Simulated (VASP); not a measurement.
Runs of VASP 6.6.1 on La. The structure is that of space group P6_3/mmc (No. 194), or close to it. The cells are those of the table. 

```tsv
cell	gap on the mesh (eV)	pressure (GPa)
a = 3.813, b = 3.813, c = 6.048 Å, angles 90.0, 90.0, 120.0°, 2 atoms	none	(a)
a = 3.762, b = 3.762, c = 5.969 Å, angles 90.0, 90.0, 120.0°, 2 atoms	none	1.1
a = 3.705, b = 3.705, c = 5.928 Å, angles 90.0, 90.0, 120.0°, 2 atoms	none	2.1
a = 3.601, b = 3.601, c = 5.853 Å, angles 90.0, 90.0, 120.0°, 2 atoms	none	4.1
```

Alike in all rows: task single point; level r2SCAN; potentials or basis VASP PAW PBE potentials, release 64 (La); no spin polarisation; k mesh 14 × 14 × 8; cutoff (eV) 520; smearing fermi-dirac 0.08 eV.

Fill in the values left out.

(a) 0.1.

Caveats: the PAW data sets were made with another functional, which shifts forces and pressure a little; spin-orbit coupling is left out, which moves the levels of the heavy elements; the cell stands under pressure (at least some runs).

A k mesh can miss the band edges, and the runs leave out spin-orbit coupling on La.

A gap of «none» marks levels without a gap at the run's occupations.
